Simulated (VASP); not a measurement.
# AgSn2SeI3 (R3m) in VASP: single point with PBE

Aim: the single point of AgSn2SeI3 with PBE.

All numbers are computed with VASP 6.6.1; they aren't measurements. Logs are shortened: lines on timing, memory, paths and dates and some standing lists are left out, and cuts for length are marked.

## Step 1: The cell of the first run

Symmetry: R3m, No. 160, trigonal system. The conventional cell has a = 8.513 Å, b = 8.513 Å, c = 17.098 Å, α = 90.00°, β = 90.00°, γ = 120.00°. Ag (site symmetry 3m) has 3 I at 2.83 Å and 1 Sn at 3.07 Å within 3.7 Å. Within 3.9 Å of Sn (site symmetry 3m) lie 3 I at 2.98 Å and 1 Ag at 3.07 Å. Sn (site symmetry 3m) has 1 Se at 2.38 Å within 3.1 Å. Within 3.1 Å of Se (site symmetry 3m) lie 1 Sn at 2.38 Å. I (site symmetry m) has 1 Ag at 2.83 Å and 1 Sn at 2.98 Å within 3.7 Å.

## Step 2: Single point, PBE

Contents of INCAR:

```
SYSTEM = AgSn2SeI3
  ALGO = Normal
  EDIFF = 1E-7
  ENCUT = 520
  GGA = PE
  ISIF = 2
  ISMEAR = 0
  LASPH = .TRUE.
  LCHARG = .FALSE.
  LREAL = .FALSE.
  LWAVE = .FALSE.
  NBANDS = 42
  NELM = 60
  PREC = Accurate
  SIGMA = 0.15
```

Contents of KPOINTS:

```
k-points
0
G
  2 2 2
  0 0 0
```

Contents of POSCAR:

```
AgSn2SeI3
1.0
    4.2564116548      2.4574404147      5.6993902680
   -4.2564116548      2.4574404147      5.6993902680
    0.0000000000     -4.9148808294      5.6993902680
Ag Sn Se I
1 2 1 3
Direct
    0.9664921971      0.9664921971      0.9664921971
    0.1462157729      0.1462157729      0.1462157729
    0.3942096488      0.3942096488      0.3942096488
    0.5334934569      0.5334934569      0.5334934569
    0.8811134056      0.3826265831      0.8811134056
    0.8811134056      0.8811134056      0.3826265831
    0.3826265831      0.8811134056      0.8811134056
```

Potentials or basis: VASP PAW PBE potentials, release 64 (Ag, Sn_d, Se, I).

The run is started by

```
$ cat potpaw_PBE.64/Ag/POTCAR potpaw_PBE.64/Sn_d/POTCAR potpaw_PBE.64/Se/POTCAR potpaw_PBE.64/I/POTCAR > POTCAR
$ mpirun -np 1 vasp_std > vasp.out
```

OUTCAR:

```text
SYSTEM = AgSn2SeI3
   EDIFF = 1E-7
   ENCUT = 520
   GGA = PE
   ISIF = 2
   ISMEAR = 0
   LASPH = .TRUE.
   LREAL = .FALSE.
   NELM = 60
   PREC = Accurate

 ion  position               nearest neighbor table
   1  0.966  0.966  0.966-   5 2.83   7 2.83   6 2.83   2 3.07
   2  0.146  0.146  0.146-   5 2.98   7 2.98   6 2.98   1 3.07
   3  0.394  0.394  0.394-   4 2.38
   4  0.533  0.533  0.533-   3 2.38
   5  0.881  0.383  0.881-   1 2.83   2 2.98
   6  0.881  0.881  0.383-   1 2.83   2 2.98
   7  0.383  0.881  0.881-   1 2.83   2 2.98

  LATTYP: Found a trigonal (rhomboedric) cell.
 ALAT       =     7.5258954945
 COS(alpha) =     0.3602638736

  Lattice vectors:

 A1 = (   4.2564116548,   2.4574404147,   5.6993902680)
 A2 = (  -4.2564116548,   2.4574404147,   5.6993902680)
 A3 = (   0.0000000000,  -4.9148808294,   5.6993902680)

Analysis of symmetry for initial positions (statically):
=====================================================================
 Subroutine PRICEL returns:
 Original cell was already a primitive cell.

 Routine SETGRP: Setting up the symmetry group for a
 trigonal (rhombohedral) supercell.

 Subroutine GETGRP returns: Found  6 space group operations
 (whereof  6 operations were pure point group operations)
 out of a pool of 12 trial point group operations.

The static configuration has the point symmetry C_3v.

Analysis of symmetry for dynamics (positions and initial velocities):
=====================================================================
 Subroutine PRICEL returns:
 Original cell was already a primitive cell.

 Routine SETGRP: Setting up the symmetry group for a
 trigonal (rhombohedral) supercell.

 Subroutine GETGRP returns: Found  6 space group operations
 (whereof  6 operations were pure point group operations)
 out of a pool of 12 trial point group operations.

The dynamic configuration has the point symmetry C_3v.

 Subroutine INISYM returns: Found  6 space group operations
 (whereof  6 operations are pure point group operations),
 and found     1 'primitive' translations

----------------------------------------------------------------------------------------

                                     Primitive cell

  volume of cell :     357.6896

  direct lattice vectors                    reciprocal lattice vectors
     4.256411655  2.457440415  5.699390268     0.117469841  0.067821244  0.058485788
    -4.256411655  2.457440415  5.699390268    -0.117469841  0.067821244  0.058485788
     0.000000000 -4.914880829  5.699390268     0.000000000 -0.135642489  0.058485788

  length of vectors
     7.525895494  7.525895494  7.525895495     0.147714157  0.147714157  0.147714157

  position of ions in fractional coordinates (direct lattice)
     0.966492197  0.966492197  0.966492197
     0.146215773  0.146215773  0.146215773
     0.394209649  0.394209649  0.394209649
     0.533493457  0.533493457  0.533493457
     0.881113406  0.382626583  0.881113406
     0.881113406  0.881113406  0.382626583
     0.382626583  0.881113406  0.881113406

  ion indices of the primitive-cell ions
   primitive index   ion index
                 1           1
                 2           2
                 3           3
                 4           4
                 5           5
                 6           6
                 7           7

----------------------------------------------------------------------------------------

 KPOINTS: k-points

Automatic generation of k-mesh.
 Grid dimensions read from file:
 generate k-points for:    2    2    2

 Generating k-lattice:

  Cartesian coordinates                     Fractional coordinates (reciprocal lattice)
     0.058734920  0.033910622  0.029242894     0.500000000 -0.000000000  0.000000000
    -0.058734920  0.033910622  0.029242894    -0.000000000  0.500000000  0.000000000
     0.000000000 -0.067821244  0.029242894     0.000000000  0.000000000  0.500000000

  Length of vectors
     0.073857078  0.073857078  0.073857078

  Shift w.r.t. Gamma in fractional coordinates (k-lattice)
     0.000000000  0.000000000  0.000000000

 Subroutine IBZKPT returns following result:
 ===========================================

 Found      4 irreducible k-points:

 Following reciprocal coordinates:
            Coordinates               Weight
  0.000000  0.000000  0.000000      1.000000
  0.500000 -0.000000  0.000000      3.000000
  0.500000  0.500000  0.000000      3.000000
  0.500000  0.500000  0.500000      1.000000
   k-points           NKPTS =      4   k-points in BZ     NKDIM =      4   number of bands    NBANDS=     42
   number of dos      NEDOS =    301   number of ions     NIONS =      7
   total plane-waves  NPLWV = 175616
   dimension x,y,z NGX =    56 NGY =   56 NGZ =   56
   dimension x,y,z NGXF=   112 NGYF=  112 NGZF=  112
   ions per type =               1   2   1   3
   NGX,Y,Z   is equivalent  to a cutoff of  12.37, 12.37, 12.37 a.u.
   NGXF,Y,Z  is equivalent  to a cutoff of  24.74, 24.74, 24.74 a.u.
 SYSTEM =  AgSn2SeI3
   PREC   = accura    normal or accurate (medium, high low for compatibility)
   ISTART =      0    job   : 0-new  1-cont  2-samecut
   ICHARG =      2    charge: 1-file 2-atom 10-const
   ISPIN  =      1    spin polarized calculation?
   LNONCOLLINEAR =      F non collinear calculations
   LSORBIT =      F    spin-orbit coupling
   LASPH  =      T    aspherical Exc in radial PAW
   ENCUT  =  520.0 eV  38.22 Ry    6.18 a.u.  13.99 13.99 13.99*2*pi/ulx,y,z
   NELM   =     60;   NELMIN=  2; NELMDL= -5     # of ELM steps
   EDIFF  = 0.1E-06   stopping-criterion for ELM
   LREAL  =      F    real-space projection
   EDIFFG = 0.1E-05   stopping-criterion for IOM
   NSW    =      0    number of steps for IOM
   IBRION =     -1    ionic relax: 0-MD 1-quasi-New 2-CG
   NFREE  =      0    steps in history (QN), initial steepest desc. (CG)
   ISIF   =      2    stress and relaxation
   ISYM   =      2    0-nonsym 1-usesym 2-fastsym
   POTIM  = 0.5000    time-step for ionic-motion
   TEBEG  =    0.0;   TEEND  =   0.0 temperature during run
   PSTRESS=    0.0 pullay stress
   NELECT =      66.0000    total number of electrons
   NUPDOWN=      -1.0000    fix difference up-down
   EMIN   =  10.00;   EMAX   =-10.00  energy-range for DOS
   EFERMI =   0.00;   METHOD = LEGACY
   ISMEAR =     0;   SIGMA  =   0.15  broadening in eV -4-tet -1-fermi 0-gaus
   EFERMI_NEDOS =   21; number of points for ismear=-14 and -15
   IALGO  =     38    algorithm
   IMIX   =      4    mixing-type and parameters
     AMIX     =   0.40;   BMIX     =  1.00
     AMIX_MAG =   1.60;   BMIX_MAG =  1.00
  volume/ion in A,a.u.               =      51.10       344.83
  Fermi-wavevector in a.u.,A,eV,Ry     =   0.932010  1.761244 11.818609  0.868643
  Thomas-Fermi vector in A             =   2.058563
   LORBIT       =      0    0 simple, 1 ext, 2 COOP (PROOUT), +10 PAW based schemes
   GGA     = PE    functional components
   LHFCALC =     F    Hartree Fock is set to
   AEXX    =    0.0000 exact exchange contribution
   IVDW    =     0    specifies the selected vdW correction
   LEPSILON=     F    determine dielectric tensor
   LRPA    =     F    only Hartree local field effects (RPA)
 non-spin polarized calculation
 Gauss-broadening in eV      SIGMA  =   0.15
  energy-cutoff  :      520.00
  volume of cell :      357.69
 maximum number of plane-waves:      9658
 NGX is ok and might be reduce to    56
   NGX = 27   NGY = 27   NGZ = 27

 number of electron      65.9999998 magnetization

 Free energy of the ion-electron system (eV)
  ---------------------------------------------------
  ext. energy  EPLUGINS =         0.00000000
  ---------------------------------------------------
  free energy    TOTEN  =       -19.01117485 eV

  energy without entropy =      -19.01117485  energy(sigma->0) =      -19.01117485

 E-fermi :   1.1740     XC(G=0):  -6.8536

 val. band max:        0.4620292298   @ k =   0.5000   0.5000   0.5000
 cond. band min:       2.2907029750   @ k =   0.0000   0.0000   0.0000
 fundamental gap:      1.8286737452
 Fermi energy:         1.1739828023

 k-point     1 :       0.0000    0.0000    0.0000
  band No.  band energies     occupation
      1     -20.6754      2.00000
      2     -20.6754      2.00000
      3     -20.6564      2.00000
      4     -20.6564      2.00000
      5     -20.6478      2.00000
      6     -20.1320      2.00000
[... 34 lines left out ...]
     41       6.3081      0.00000
     42       6.3081      0.00000

 k-point     2 :       0.5000   -0.0000    0.0000
  band No.  band energies     occupation
      1     -20.6754      2.00000
      2     -20.6754      2.00000
      3     -20.6564      2.00000
      4     -20.6564      2.00000
      5     -20.6478      2.00000
      6     -20.1320      2.00000
[... 34 lines left out ...]
     41       6.2390      0.00000
     42       6.7783      0.00000

 k-point     3 :       0.5000    0.5000    0.0000
  band No.  band energies     occupation
      1     -20.6754      2.00000
      2     -20.6754      2.00000
      3     -20.6564      2.00000
      4     -20.6564      2.00000
      5     -20.6478      2.00000
      6     -20.1320      2.00000
[... 34 lines left out ...]
     41       5.9223      0.00000
     42       6.2601      0.00000

 k-point     4 :       0.5000    0.5000    0.5000
  band No.  band energies     occupation
      1     -20.6754      2.00000
      2     -20.6754      2.00000
      3     -20.6564      2.00000
      4     -20.6564      2.00000
      5     -20.6478      2.00000
      6     -20.1320      2.00000
[... 34 lines left out ...]
     41       5.5230      0.00000
     42       5.5230      0.00000

------------------------ aborting loop because EDIFF is reached ----------------------------------------

  FORCE on cell =-STRESS in cart. coord.  units (eV):
  Direction    XX          YY          ZZ          XY          YZ          ZX
  --------------------------------------------------------------------------------------
  -------------------------------------------------------------------------------------
  Total       -0.1256039     -0.1256039      0.0744695      0.0000000      0.0000000     -0.0000000
  in kB       -0.5626102     -0.5626102      0.3335668      0.0000000      0.0000000     -0.0000000
  external PRESSURE =      -0.2638845 kB  Pullay stress =       0.0000000 kB

 VOLUME and BASIS-vectors are now :
 -----------------------------------------------------------------------------
  energy-cutoff  :      520.00
  volume of cell :      357.69
      direct lattice vectors                 reciprocal lattice vectors
     4.256411655  2.457440415  5.699390268     0.117469841  0.067821244  0.058485788
    -4.256411655  2.457440415  5.699390268    -0.117469841  0.067821244  0.058485788
     0.000000000 -4.914880829  5.699390268     0.000000000 -0.135642489  0.058485788

 POSITION                                       TOTAL-FORCE (eV/Angst)
 -----------------------------------------------------------------------------------
      0.00000      0.00000     16.52525         0.000000      0.000000      0.002567
      0.00000      0.00000      2.50002         0.000000      0.000000     -0.018567
      0.00000      0.00000      6.74026         0.000000      0.000000     -0.015515
      0.00000      0.00000      9.12176         0.000000     -0.000000      0.019259
      2.12177     -1.22500     12.22436         0.011290     -0.006518      0.004085
      0.00000      2.45000     12.22436         0.000000      0.013036      0.004085
     -2.12177     -1.22500     12.22436        -0.011290     -0.006518      0.004085
 -----------------------------------------------------------------------------------
    total drift:                                0.000000     -0.000000      0.000930

  FREE ENERGIE OF THE ION-ELECTRON SYSTEM (eV)
  ---------------------------------------------------
  free  energy   TOTEN  =       -19.0111748542 eV

  energy  without entropy=      -19.0111748542  energy(sigma->0) =      -19.01117485
```

Run time: 58 s. Hardware: 1 thread of Intel Xeon 6975P-C (Granite Rapids), shared host; peak memory 0.44 GiB.

Results:

- Free energy: -19.0112 eV
- Pressure: 0.0 GPa
- Largest force: 0.019 eV/Å
- Band gap on the k mesh: 1.83 eV, indirect (least direct gap 1.84 eV)

Forces on the atoms (eV/Å):
```
Ag   0.000  0.000  0.003
Sn   0.000  0.000 -0.019
Sn   0.000  0.000 -0.016
Se   0.000  0.000  0.019
I    0.011 -0.007  0.004
I    0.000  0.013  0.004
I   -0.011 -0.007  0.004
```

Caveat: the k points lie up to 0.46 Å⁻¹ apart; spin-orbit coupling is left out, which moves the levels of the heavy elements.
